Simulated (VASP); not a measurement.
A run of VASP 6.6.1 is set up as follows.

Contents of INCAR:

```
PREC = Accurate
ENCUT = 520
EDIFF = 1E-6
ISMEAR = 0
SIGMA = 0.1
LREAL = F
LASPH = T
NELM = 100
ALGO = Normal
ISIF = 2
LWAVE = F
LCHARG = F
LDIPOL = T
IDIPOL = 3
DIPOL = 0.5 0.5 0.355
GGA = PE
NBANDS = 26
```

File KPOINTS:

```
regular mesh
0
Gamma
  9 9 1
```

The input POSCAR:

```
Ti3H
1.0
    2.9075446931      0.0000000000      0.0000000000
   -1.4537723466      2.5180075669      0.0000000000
    0.0000000000      0.0000000000     19.9935258482
Ti H
3 1
Direct
    0.6666666667      0.3333333334      0.2000647625
    0.3333333333      0.6666666667      0.3124429306
    0.0000000000      0.0000000000      0.4248138079
    0.0000000000      0.5000000000      0.4845325497
```

Potentials or basis: VASP PAW PBE potentials, release 64 (Ti_sv, H).

Launch:

```bash
$ cat potpaw_PBE.64/Ti_sv/POTCAR potpaw_PBE.64/H/POTCAR > POTCAR
$ mpirun -np 1 vasp_std > vasp.out
```

Q: Predict the largest force.

A: 0.302 eV/Å.

Forces in eV/Å, atoms in the order of the input:
```
Ti   0.036  0.021  0.029
Ti   0.047  0.027 -0.289
Ti  -0.127 -0.073  0.264
H    0.044  0.025 -0.004
```
